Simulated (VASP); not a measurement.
Set up this calculation in VASP 6.6.1, as the native input.

```yaml
Task: single point
Functional: LDA
Potentials_or_basis: VASP PAW LDA potentials, release 64 (W_sv, C)
Cutoff: 520 eV
k_mesh: 13 × 13 × 13
Occupations: methfessel-paxton, width 0.1 eV
Spin: no spin polarisation
Dipole_correction: no
Further_INCAR_settings: ALGO = Normal; EDIFF = 1e-06; NBANDS = 16
```

The structure of WC lies in POSCAR:

```
WC
1.0
    0.0000000000      2.1926840000      2.1926840000
    2.1926840000      0.0000000000      2.1926840000
    2.1926840000      2.1926840000      0.0000000000
W C
1 1
Direct
    0.0000000000      0.0000000000      0.0000000000
    0.5000000000      0.5000000000      0.5000000000
```

One way to write it, as run:

INCAR

```
SYSTEM = WC
PREC = Accurate
ENCUT = 520
EDIFF = 1E-6
ISMEAR = 1
SIGMA = 0.1
LREAL = .FALSE.
LASPH = .TRUE.
NELM = 60
ALGO = Normal
ISIF = 2
LWAVE = .FALSE.
LCHARG = .FALSE.
GGA = CA
NBANDS = 16
```

KPOINTS

```
Automatic mesh
0
G
  13 13 13
  0 0 0
```

Potentials or basis: VASP PAW LDA potentials, release 64 (W_sv, C).

Launch:

```console
$ cat potpaw_LDA.64/W_sv/POTCAR potpaw_LDA.64/C/POTCAR > POTCAR
$ mpirun -np 1 vasp_std > vasp.out
```

It gave:

* Pressure: -14.0 GPa
* Band gap on the k mesh: zero (band 9 reaches 13.22 eV, above the bottom of band 10 at 10.18 eV)

Caveat: spin-orbit coupling is left out, which moves the levels of the heavy elements.

Wall time 11 s on 1 thread of Intel Xeon 6975P-C, with other jobs on the host, peak memory 0.15 GiB.
